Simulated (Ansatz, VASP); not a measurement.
## Al: VASP beside Ansatz

The input INCAR:

```
  PREC = Accurate
  ENCUT = 520
  EDIFF = 1E-6
  ISMEAR = 0
  SIGMA = 0.15
  LREAL = False
  LASPH = True
  NELM = 80
  ALGO = Fast
  ISIF = 2
  LWAVE = False
  LCHARG = False
  GGA = PE
  NBANDS = 8
```

KPOINTS

```
Automatic mesh
0
Gamma
  20 20 20
```

File POSCAR:

```
Al
1.0
   -1.6458166693      1.7590423861      1.6175102401
    1.6458166693     -1.7590423861      1.6175102401
    1.4759780941      1.5892038109     -1.6175102401
Al
1
Direct
    0.0000000000      0.0000000000      0.0000000000
```

Input for Ansatz:

```yaml
crystal:
  lattice:
    - [-1.6458166693, 1.7590423861, 1.6175102401]
    - [1.6458166693, -1.7590423861, 1.6175102401]
    - [1.4759780941, 1.5892038109, -1.6175102401]
  atoms:
    - { symbol: Al, position: [0.0, 0.0, 0.0] }
basis:
  ecutwfc: 420
kpoints:
  mp_grid: { grid: [20, 20, 20] }
hamiltonian:
  xc: pbe
scf:
  occupations: { method: gaussian, width: 0.15 }
output:
  forces: true
  stress: true
  eigenvalues: true
```

Change from the starting cell: engineering shear strain xy -0.1050, strain +e along x and -e along y -0.0350.

Alike in both runs: task single point; functional PBE; k mesh 20 × 20 × 20; occupations gaussian, width 0.15 eV; no spin polarisation.

|  | VASP | Ansatz |
| --- | --- | --- |
| version | VASP 6.6.1 | Ansatz 0.2.0 |
| potentials or method | VASP PAW PBE potentials, release 64 (Al), cutoff 520 eV | scalar-relativistic, plane waves, PAW |
| valence electrons in the cell | 3 | 3 |

|  | VASP | Ansatz | Ansatz less VASP |
| --- | --- | --- | --- |
| gap on the k mesh at the Fermi level (eV) | none | none | - |
| pressure (GPa) | 1.1 | 1.1 | +0.02 |
| traceless stress, the component that is largest in VASP (GPa) | 4.32 | 4.33 | +0.013 |

A gap of «none» marks a metal or a gap that the smearing closes.
